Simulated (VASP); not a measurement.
# PbSe (Pm-3m) in VASP: notebook

PbSe is run at these levels: PBEsol, HSE06, PBEsol-based global hybrid, PBE0; tasks: single point.

Program: VASP 6.6.1. These are calculated values, not measurements. Logs are shortened: lines on timing, memory, paths and dates and some standing lists are left out, and cuts for length are marked.

### 1 The cell of the first run

It takes space group Pm-3m (No. 221, cubic). Conventional cell: a = 3.784 Å, b = 3.784 Å, c = 3.784 Å, α = 90.00°, β = 90.00°, γ = 90.00°. Pb (site symmetry m-3m) has 8 Se at 3.28 Å and 6 Pb at 3.78 Å within 4.3 Å. Se (site symmetry m-3m) has 8 Pb at 3.28 Å and 6 Se at 3.78 Å within 4.3 Å.

### 2 Single point, PBEsol

Contents of INCAR:

```
SYSTEM = PbSe
ALGO = Normal
EDIFF = 1E-6
ENCUT = 520
GGA = PS
ISIF = 2
ISMEAR = 1
LASPH = .TRUE.
LCHARG = .FALSE.
LREAL = .FALSE.
LWAVE = .FALSE.
NBANDS = 17
NELM = 100
PREC = Accurate
SIGMA = 0.1
```

Contents of KPOINTS:

```
k-points
0
G
  12 12 12
  0 0 0
```

Contents of POSCAR:

```
PbSe
1.0
    3.7843220000      0.0000000000      0.0000000000
    0.0000000000      3.7843220000      0.0000000000
    0.0000000000      0.0000000000      3.7843220000
Pb Se
1 1
Direct
    0.0000000000      0.0000000000      0.0000000000
    0.5000000000      0.5000000000      0.5000000000
```

Potentials or basis: VASP PAW PBE potentials, release 64 (Pb_d, Se).

Command:

```sh
$ cat potpaw_PBE.64/Pb_d/POTCAR potpaw_PBE.64/Se/POTCAR > POTCAR
$ mpirun -np 1 vasp_std > vasp.out
```

OUTCAR:

```text
SYSTEM = PbSe
   EDIFF = 1E-6
   ENCUT = 520
   GGA = PS
   ISIF = 2
   ISMEAR = 1
   LASPH = .TRUE.
   LREAL = .FALSE.
   NELM = 100
   PREC = Accurate

 ion  position               nearest neighbor table
   1  0.000  0.000  0.000-   2 3.28   2 3.28   2 3.28   2 3.28   2 3.28   2 3.28   2 3.28   2 3.28

   2  0.500  0.500  0.500-   1 3.28   1 3.28   1 3.28   1 3.28   1 3.28   1 3.28   1 3.28   1 3.28

  LATTYP: Found a simple cubic cell.
 ALAT       =     3.7843220000

  Lattice vectors:

 A1 = (   3.7843220000,   0.0000000000,   0.0000000000)
 A2 = (   0.0000000000,   3.7843220000,   0.0000000000)
 A3 = (   0.0000000000,   0.0000000000,   3.7843220000)

Analysis of symmetry for initial positions (statically):
=====================================================================
 Subroutine PRICEL returns:
 Original cell was already a primitive cell.

 Routine SETGRP: Setting up the symmetry group for a
 simple cubic supercell.

 Subroutine GETGRP returns: Found 48 space group operations
 (whereof 48 operations were pure point group operations)
 out of a pool of 48 trial point group operations.

The static configuration has the point symmetry O_h .

Analysis of symmetry for dynamics (positions and initial velocities):
=====================================================================
 Subroutine PRICEL returns:
 Original cell was already a primitive cell.

 Routine SETGRP: Setting up the symmetry group for a
 simple cubic supercell.

 Subroutine GETGRP returns: Found 48 space group operations
 (whereof 48 operations were pure point group operations)
 out of a pool of 48 trial point group operations.

The dynamic configuration has the point symmetry O_h .

 Subroutine INISYM returns: Found 48 space group operations
 (whereof 48 operations are pure point group operations),
 and found     1 'primitive' translations

----------------------------------------------------------------------------------------

                                     Primitive cell

  volume of cell :      54.1956

  direct lattice vectors                    reciprocal lattice vectors
     3.784322000  0.000000000  0.000000000     0.264248127  0.000000000  0.000000000
     0.000000000  3.784322000  0.000000000     0.000000000  0.264248127  0.000000000
     0.000000000  0.000000000  3.784322000     0.000000000  0.000000000  0.264248127

  length of vectors
     3.784322000  3.784322000  3.784322000     0.264248127  0.264248127  0.264248127

  position of ions in fractional coordinates (direct lattice)
     0.000000000  0.000000000  0.000000000
     0.500000000  0.500000000  0.500000000

  ion indices of the primitive-cell ions
   primitive index   ion index
                 1           1
[... 71 lines left out ...]
   ENCUT  =  520.0 eV  38.22 Ry    6.18 a.u.   7.04  7.04  7.04*2*pi/ulx,y,z
   NELM   =    100;   NELMIN=  2; NELMDL= -5     # of ELM steps
   EDIFF  = 0.1E-05   stopping-criterion for ELM
   LREAL  =      F    real-space projection
   EDIFFG = 0.1E-04   stopping-criterion for IOM
   NSW    =      0    number of steps for IOM
   IBRION =     -1    ionic relax: 0-MD 1-quasi-New 2-CG
   NFREE  =      0    steps in history (QN), initial steepest desc. (CG)
   ISIF   =      2    stress and relaxation
   ISYM   =      2    0-nonsym 1-usesym 2-fastsym
   POTIM  = 0.5000    time-step for ionic-motion
   TEBEG  =    0.0;   TEEND  =   0.0 temperature during run
   PSTRESS=    0.0 pullay stress
   NELECT =      20.0000    total number of electrons
   NUPDOWN=      -1.0000    fix difference up-down
   EMIN   =  10.00;   EMAX   =-10.00  energy-range for DOS
   EFERMI =   0.00;   METHOD = LEGACY
   ISMEAR =     1;   SIGMA  =   0.10  broadening in eV -4-tet -1-fermi 0-gaus
   EFERMI_NEDOS =   21; number of points for ismear=-14 and -15
   IALGO  =     38    algorithm
   IMIX   =      4    mixing-type and parameters
     AMIX     =   0.40;   BMIX     =  1.00
     AMIX_MAG =   1.60;   BMIX_MAG =  1.00
  volume/ion in A,a.u.               =      27.10       182.87
  Fermi-wavevector in a.u.,A,eV,Ry     =   1.174258  2.219025 18.760817  1.378881
  Thomas-Fermi vector in A             =   2.310658
   LORBIT       =      0    0 simple, 1 ext, 2 COOP (PROOUT), +10 PAW based schemes
   GGA     = PS    functional components
   LHFCALC =     F    Hartree Fock is set to
   AEXX    =    0.0000 exact exchange contribution
   IVDW    =     0    specifies the selected vdW correction
   LEPSILON=     F    determine dielectric tensor
   LRPA    =     F    only Hartree local field effects (RPA)
 non-spin polarized calculation
 Methfessel and Paxton  Order N= 1 SIGMA  =   0.10
  energy-cutoff  :      520.00
  volume of cell :       54.20
 maximum number of plane-waves:      1492
   NGX = 15   NGY = 15   NGZ = 15

 number of electron      20.0000009 magnetization

 Free energy of the ion-electron system (eV)
  ---------------------------------------------------
  ext. energy  EPLUGINS =         0.00000000
  ---------------------------------------------------
  free energy    TOTEN  =        -8.47289998 eV

  energy without entropy =       -8.47186468  energy(sigma->0) =       -8.47255488

 E-fermi :   5.1628     XC(G=0): -10.1216

 val. band max:        5.1496731243   @ k =   0.4167   0.4167   0.0000
 cond. band min:       5.1762375575   @ k =   0.5000   0.4167   0.0000
 fundamental gap:      0.0265644332
 Fermi energy:         5.1628295022

 k-point     1 :       0.0000    0.0000    0.0000
  band No.  band energies     occupation
      1     -11.6634      2.00000
      2     -11.6634      2.00000
      3     -11.5125      2.00000
      4     -11.5125      2.00000
      5     -11.5125      2.00000
      6      -8.0284      2.00000
[... 457 lines left out ...]
      4     -11.5380      2.00000
      5     -11.5032      2.00000
      6      -6.5710      2.00000
[... 9 lines left out ...]
     16      14.6831      0.00000
     17      15.7779      0.00000

 [... further k-points ...]
[... 5 lines left out ...]
  --------------------------------------------------------------------------------------
  -------------------------------------------------------------------------------------
  Total       -1.0511377     -1.0511377     -1.0511377     -0.0000000     -0.0000000      0.0000000
  in kB      -31.0746291    -31.0746291    -31.0746291     -0.0000000     -0.0000000      0.0000000
  external PRESSURE =     -31.0746291 kB  Pullay stress =       0.0000000 kB

 VOLUME and BASIS-vectors are now :
 -----------------------------------------------------------------------------
  energy-cutoff  :      520.00
  volume of cell :       54.20
      direct lattice vectors                 reciprocal lattice vectors
     3.784322000  0.000000000  0.000000000     0.264248127  0.000000000  0.000000000
     0.000000000  3.784322000  0.000000000     0.000000000  0.264248127  0.000000000
     0.000000000  0.000000000  3.784322000     0.000000000  0.000000000  0.264248127

 POSITION                                       TOTAL-FORCE (eV/Angst)
 -----------------------------------------------------------------------------------
      0.00000      0.00000      0.00000         0.000000      0.000000      0.000000
      1.89216      1.89216      1.89216         0.000000      0.000000      0.000000
 -----------------------------------------------------------------------------------
    total drift:                               -0.000000      0.000000     -0.000000

  FREE ENERGIE OF THE ION-ELECTRON SYSTEM (eV)
  ---------------------------------------------------
  free  energy   TOTEN  =        -8.4728999845 eV

  energy  without entropy=       -8.4718646766  energy(sigma->0) =       -8.47255488
```

Run time: 44 s. Hardware: 1 thread of Intel Xeon Platinum 8488C (Sapphire Rapids), shared host; peak memory 0.21 GiB.

Results:

- Free energy: -8.4729 eV
- Pressure: -3.1 GPa
- Band gap on the k mesh: zero (band 10 reaches 5.31 eV, above the bottom of band 11 at 4.53 eV)

Caveat: the PAW data sets were made with another functional, which shifts forces and pressure a little; spin-orbit coupling is left out, which moves the levels of the heavy elements.

### 3 Single point, HSE06

POSCAR is that of step 2.

Contents of INCAR.step1:

```
SYSTEM = PbSe
PREC     = Accurate       ! precision mode
ENCUT    = 520            ! plane-wave cutoff, eV
EDIFF    = 1E-5           ! SCF threshold, eV
ISMEAR   = 1              ! smearing method
SIGMA    = 0.05           ! smearing width, eV
LREAL    = .False.        ! projectors in reciprocal space
LASPH    = .True.         ! aspherical terms in the spheres
NELM     = 60             ! most SCF steps
ALGO     = Normal         ! electronic algorithm
ISIF     = 2              ! what is computed and relaxed
LWAVE    = .True.         ! write WAVECAR
LCHARG   = .False.        ! write CHGCAR
NBANDS   = 17             ! bands
GGA      = PE             ! functional
```

Contents of INCAR.step2:

```
SYSTEM = PbSe
PREC     = Accurate       ! precision mode
ENCUT    = 520            ! plane-wave cutoff, eV
EDIFF    = 1E-6           ! SCF threshold, eV
ISMEAR   = 1              ! smearing method
SIGMA    = 0.05           ! smearing width, eV
LREAL    = .False.        ! projectors in reciprocal space
LASPH    = .True.         ! aspherical terms in the spheres
NELM     = 60             ! most SCF steps
ALGO     = Normal         ! electronic algorithm
ISIF     = 2              ! what is computed and relaxed
LWAVE    = .False.        ! write WAVECAR
LCHARG   = .False.        ! write CHGCAR
GGA      = PE             ! functional
LHFCALC  = .True.         ! exact exchange
HFSCREEN = 0.2079         ! screening, 1/A
PRECFOCK = Normal       
NBANDS   = 17             ! bands
ISTART   = 1
```

Contents of KPOINTS:

```
Automatic mesh
0
Gamma
  4 4 4
  0 0 0
```

Potentials or basis: VASP PAW PBE potentials, release 64 (Pb_d, Se).

Command:

```sh
$ cat potpaw_PBE.64/Pb_d/POTCAR potpaw_PBE.64/Se/POTCAR > POTCAR
$ cp INCAR.step1 INCAR
$ mpirun -np 1 vasp_std > vasp.out
$ cp INCAR.step2 INCAR
$ mpirun -np 1 vasp_std > vasp.out
```

OUTCAR:

```text
SYSTEM = PbSe
   PREC = Accurate
   ENCUT = 520
   EDIFF = 1E-6
   ISMEAR = 1
   LREAL = .False.
   LASPH = .True.
   NELM = 60
   ISIF = 2
   GGA = PE
   LHFCALC = .True.
   HFSCREEN = 0.2079
   PRECFOCK = Normal
   ISTART = 1

 ion  position               nearest neighbor table
   1  0.000  0.000  0.000-   2 3.28   2 3.28   2 3.28   2 3.28   2 3.28   2 3.28   2 3.28   2 3.28

   2  0.500  0.500  0.500-   1 3.28   1 3.28   1 3.28   1 3.28   1 3.28   1 3.28   1 3.28   1 3.28

  LATTYP: Found a simple cubic cell.
 ALAT       =     3.7843220000

  Lattice vectors:

 A1 = (   3.7843220000,   0.0000000000,   0.0000000000)
 A2 = (   0.0000000000,   3.7843220000,   0.0000000000)
 A3 = (   0.0000000000,   0.0000000000,   3.7843220000)

Analysis of symmetry for initial positions (statically):
=====================================================================
 Subroutine PRICEL returns:
 Original cell was already a primitive cell.

 Routine SETGRP: Setting up the symmetry group for a
 simple cubic supercell.

 Subroutine GETGRP returns: Found 48 space group operations
 (whereof 48 operations were pure point group operations)
[... 155 lines left out ...]
  energy without entropy =       -9.10063014  energy(sigma->0) =       -9.10018302

 E-fermi :   4.8340     XC(G=0):  -8.2535

 val. band max:        4.7931610032   @ k =   0.5000   0.2500   0.0000
 cond. band min:       4.9813276733   @ k =   0.5000   0.5000   0.0000
 fundamental gap:      0.1881666701
 Fermi energy:         4.8339929639

 k-point     1 :       0.0000    0.0000    0.0000
  band No.  band energies     occupation
      1     -13.7350      2.00000
      2     -13.7350      2.00000
      3     -13.5888      2.00000
      4     -13.5888      2.00000
      5     -13.5888      2.00000
      6      -9.5463      2.00000
[... 177 lines left out ...]
      4     -13.5423      2.00000
      5     -13.5423      2.00000
      6      -7.3711      2.00000
[... 9 lines left out ...]
     16      20.0009      0.00000
     17      23.6136      0.00000

------------------------ aborting loop because EDIFF is reached ----------------------------------------

  FORCE on cell =-STRESS in cart. coord.  units (eV):
  Direction    XX          YY          ZZ          XY          YZ          ZX
  --------------------------------------------------------------------------------------
  -------------------------------------------------------------------------------------
  Total       -0.3639929     -0.3639929     -0.3639929      0.0000000      0.0000000     -0.0000000
  in kB      -10.7606690    -10.7606690    -10.7606690      0.0000000      0.0000000     -0.0000000
  external PRESSURE =     -10.7606690 kB  Pullay stress =       0.0000000 kB

 VOLUME and BASIS-vectors are now :
 -----------------------------------------------------------------------------
  energy-cutoff  :      520.00
  volume of cell :       54.20
      direct lattice vectors                 reciprocal lattice vectors
     3.784322000  0.000000000  0.000000000     0.264248127  0.000000000  0.000000000
     0.000000000  3.784322000  0.000000000     0.000000000  0.264248127  0.000000000
     0.000000000  0.000000000  3.784322000     0.000000000  0.000000000  0.264248127

 POSITION                                       TOTAL-FORCE (eV/Angst)
 -----------------------------------------------------------------------------------
      0.00000      0.00000      0.00000         0.000000      0.000000      0.000000
      1.89216      1.89216      1.89216         0.000000      0.000000      0.000000
 -----------------------------------------------------------------------------------
    total drift:                               -0.000003     -0.000003     -0.000003

  FREE ENERGIE OF THE ION-ELECTRON SYSTEM (eV)
  ---------------------------------------------------
  free  energy   TOTEN  =        -9.0999594641 eV

  energy  without entropy=       -9.1006301446  energy(sigma->0) =       -9.10018302
```

OSZICAR.step1:

```text
N       E                     dE             d eps       ncg     rms          rms(c)
DAV:   1     0.151449211106E+03    0.15145E+03   -0.92105E+03   340   0.120E+03
DAV:   2     0.276309981779E+01   -0.14869E+03   -0.14292E+03   366   0.304E+02
DAV:   3    -0.785224600752E+01   -0.10615E+02   -0.10520E+02   449   0.866E+01
DAV:   4    -0.808941413782E+01   -0.23717E+00   -0.23702E+00   421   0.140E+01
DAV:   5    -0.809704170950E+01   -0.76276E-02   -0.76274E-02   457   0.247E+00    0.295E+00
DAV:   6    -0.762984270465E+01    0.46720E+00   -0.11092E+00   498   0.722E+00    0.146E+00
DAV:   7    -0.762582997851E+01    0.40127E-02   -0.89641E-02   406   0.151E+00    0.870E-01
DAV:   8    -0.762481962249E+01    0.10104E-02   -0.94545E-03   391   0.110E+00    0.207E-01
DAV:   9    -0.762475332489E+01    0.66298E-04   -0.50361E-04   455   0.264E-01    0.517E-02
DAV:  10    -0.762480756127E+01   -0.54236E-04   -0.84462E-05   431   0.659E-02    0.916E-03
DAV:  11    -0.762480848332E+01   -0.92205E-06   -0.79710E-06   214   0.440E-02
   1 F= -.76248085E+01 E0= -.76250461E+01  d E =0.712863E-03
```

It took 9.2 min on 1 thread of Intel Xeon Platinum 8488C (Sapphire Rapids), shared host; peak memory 0.27 GiB.

What came out:

| Property | Result |
| --- | --- |
| Free energy | -9.1000 eV |
| Pressure | -1.1 GPa |
| Band gap on the k mesh | zero (band 10 reaches 4.98 eV, above the bottom of band 11 at 4.70 eV) |

Levels at points of the mesh, in eV from the Fermi level:
| k point | band 8 | band 9 | band 10 | band 11 | band 12 | band 13 |
| --- | --- | --- | --- | --- | --- | --- |
| (0.00, 0.00, 0.00) | -1.55 | -1.55 | -1.55 | 5.91 | 5.91 | 7.15 |
| (0.50, 0.00, 0.00) | -0.21 | -0.21 | -0.08 | 0.73 | 4.21 | 4.21 |
| (0.50, 0.50, 0.00) | -4.66 | -4.66 | 0.15 | 5.06 | 5.06 | 5.98 |
| (0.50, 0.50, 0.50) | -2.48 | -2.48 | -2.48 | -0.14 | -0.14 | -0.14 |

Caveat: the k points lie up to 0.42 Å⁻¹ apart; the PAW data sets were made with another functional, which shifts forces and pressure a little; spin-orbit coupling is left out, which moves the levels of the heavy elements.

### 4 Single point, HSE06

POSCAR is that of step 3.

Contents of INCAR.step1:

```
PREC     = Accurate       # precision mode
ENCUT    = 520            # plane-wave cutoff, eV
EDIFF    = 1E-5           # SCF threshold, eV
ISMEAR   = 1              # smearing method
SIGMA    = 0.05           # smearing width, eV
LREAL    = False          # projectors in reciprocal space
LASPH    = True           # aspherical terms in the spheres
NELM     = 60             # most SCF steps
ALGO     = Normal         # electronic algorithm
ISIF     = 2              # what is computed and relaxed
LWAVE    = True           # write WAVECAR
LCHARG   = False          # write CHGCAR
GGA      = PE             # functional
NBANDS   = 17             # bands
```

Contents of INCAR.step2:

```
PREC     = Accurate       # precision mode
ENCUT    = 520            # plane-wave cutoff, eV
EDIFF    = 1E-7           # SCF threshold, eV
ISMEAR   = 1              # smearing method
SIGMA    = 0.05           # smearing width, eV
LREAL    = False          # projectors in reciprocal space
LASPH    = True           # aspherical terms in the spheres
NELM     = 60             # most SCF steps
ALGO     = Normal         # electronic algorithm
ISIF     = 2              # what is computed and relaxed
LWAVE    = False          # write WAVECAR
LCHARG   = False          # write CHGCAR
GGA      = PE             # functional
LHFCALC  = True           # exact exchange
HFSCREEN = 0.2079         # screening, 1/A
PRECFOCK = Normal       
ISTART   = 1            
NBANDS   = 17             # bands
```

Contents of KPOINTS:

```
regular mesh
0
Gamma
  4 4 4
```

Command:

```sh
$ cat potpaw_PBE.64/Pb_d/POTCAR potpaw_PBE.64/Se/POTCAR > POTCAR
$ cp INCAR.step1 INCAR
$ mpirun -np 1 vasp_std > vasp.out
$ cp INCAR.step2 INCAR
$ mpirun -np 1 vasp_std > vasp.out
```

It took 9.4 min on 1 thread of Intel Xeon Platinum 8488C (Sapphire Rapids), shared host; peak memory 0.27 GiB.

The run converged. Its results:

```
Free energy            : -9.1000 eV
Pressure               : -1.1 GPa
Band gap on the k mesh : zero (band 10 reaches 4.98 eV, above the bottom of band 11 at 4.70 eV)
```

Levels at points of the mesh, in eV from the Fermi level:
| k point | band 7 | band 8 | band 9 | band 10 | band 11 | band 12 | band 13 | band 14 |
| --- | --- | --- | --- | --- | --- | --- | --- | --- |
| (0.00, 0.00, 0.00) | -7.31 | -1.55 | -1.55 | -1.55 | 5.91 | 5.91 | 7.15 | 7.15 |
| (0.50, 0.00, 0.00) | -9.58 | -0.21 | -0.21 | -0.08 | 0.73 | 4.21 | 4.21 | 7.41 |
| (0.50, 0.50, 0.00) | -7.81 | -4.66 | -4.66 | 0.15 | 5.06 | 5.06 | 5.98 | 7.71 |
| (0.50, 0.50, 0.50) | -6.64 | -2.48 | -2.48 | -2.48 | -0.14 | -0.14 | -0.14 | 15.17 |

Caveat: the k points lie up to 0.42 Å⁻¹ apart; the PAW data sets were made with another functional, which shifts forces and pressure a little; spin-orbit coupling is left out, which moves the levels of the heavy elements.

(Part 1 of 2 ends here.)
